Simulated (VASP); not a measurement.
Li7Bi: relaxation of cell and atoms with PBE

The system is Li7Bi.

```
Li Bi
1.0
     0.00000    4.30275    4.30275
     4.30275    0.00000    4.30275
     4.30275    4.30275    0.00000
Li Bi
7 1
Direct
  0.50000 0.00000 0.00000
  0.00000 0.50000 0.50000
  0.00000 0.50000 0.00000
  0.50000 0.00000 0.50000
  0.00000 0.00000 0.50000
  0.50000 0.50000 0.00000
  0.50000 0.50000 0.50000
  0.00000 0.00000 0.00000
```

The cell was built from a structure type or drawn by symmetry, and may not be a known phase.

```json
{
  "Program": "VASP 6.6.1",
  "Task": "relaxation of cell and atoms",
  "Functional": "PBE",
  "Potentials or basis": "VASP PAW PBE potentials, release 64 (Li_sv, Bi_d)",
  "Cutoff": "600 eV",
  "k mesh": "8 × 8 × 8",
  "Occupations": "gaussian, width 0.1 eV",
  "Spin": "no spin polarisation",
  "Dipole correction": "no",
  "Further INCAR settings": "ALGO = Fast; EDIFF = 1e-06; IBRION = 2; EDIFFG = -0.01; NSW = 100; ISIF = 3"
}
```

```json
{
  "Relaxed volume": "19.87 Å³/atom",
  "Relaxed cell": "a = 6.081 Å, b = 6.081 Å, c = 6.081 Å, α = 60.00°, β = 60.00°, γ = 60.00°",
  "Space group after relaxing (to 0.1 Å)": "Fm-3m (No. 225)",
  "Energy gained by relaxing": "0.0 meV/atom",
  "Ionic steps": "2",
  "Pressure after relaxing": "-0.1 GPa",
  "Band gap on the k mesh": "zero (bands 18 and 19 overlap by 0.58 eV)"
}
```

The path:
```csv
step,energy change (eV),largest force (eV/Å),pressure (GPa),volume (Å³)
1,0.0000,0.0000,-0.12,159.32
2,-0.0002,0.0000,-0.08,158.97
```

Final structure:
```
Li Bi
1.0
     0.00000    4.29959    4.29959
     4.29959    0.00000    4.29959
     4.29959    4.29959    0.00000
Li Bi
7 1
Direct
  0.50000 0.00000 0.00000
  0.00000 0.50000 0.50000
  0.00000 0.50000 0.00000
  0.50000 0.00000 0.50000
  0.00000 0.00000 0.50000
  0.50000 0.50000 0.00000
  0.50000 0.50000 0.50000
  0.00000 0.00000 0.00000
```

Levels at points of the mesh, in eV from the Fermi level:
```csv
k point,band 16,band 17,band 18,band 19,band 20,band 21
"(0.00, 0.00, 0.00)",-2.36,-2.22,-0.20,0.76,0.76,0.76
"(0.50, 0.00, 0.00)",-2.23,-1.27,0.18,0.18,0.18,1.60
"(0.50, 0.50, 0.00)",-2.55,-1.70,-0.78,1.95,1.95,2.00
```

Wall time 22 min on 1 thread of Oxide Virtual Turin-like Processor (shared host), peak memory 0.4 GiB.

Caveat: the cutoff is under 1.25 times the usual one of these potentials, so pressure, stress and relaxed cells hold a basis-set (Pulay) error; spin-orbit coupling is left out, which moves the levels of the heavy elements.
